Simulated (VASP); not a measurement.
Runs of VASP 6.6.1 on KCl. The structure is cubic, space group Fm-3m (No. 225). The conventional cell has a = 6.290 Å, b = 6.290 Å, c = 6.290 Å, α = 90.00°, β = 90.00°, γ = 90.00°. K (site symmetry m-3m) has 6 Cl at 3.14 Å within 4.1 Å. Within 4.1 Å of Cl (site symmetry m-3m) lie 6 K at 3.14 Å. 

| level | share of exact exchange | screening parameter | gap on the mesh (eV) | pressure (GPa) |
| --- | --- | --- | --- | --- |
| PBE-based screened hybrid with 100 % exact exchange | 1 | 0.1 1/Å | (b) | -0.7 |
| PBE-based screened hybrid with 50 % exact exchange | 0.5 | 0.2078 1/Å | 7.85 | (a) |
| HSE06 | 0.25 | 0.2079 1/Å | 6.50 | 0.5 |
| PBE-based screened hybrid with 75 % exact exchange | 0.75 | 0.5 1/Å | 7.27 | 0.0 |

Alike in all rows: task single point; potentials or basis VASP PAW PBE potentials, release 64 (K_sv, Cl); no spin polarisation; cell as given; k mesh 4 × 4 × 4; cutoff (eV) 520; smearing gaussian 0.01 eV.

Question: Estimate the missing entries.

Answer: (a) 0.2; (b) 12.09.

Caveats: all runs use coarse meshes; the PAW data sets were made with another functional, which shifts forces and pressure a little.

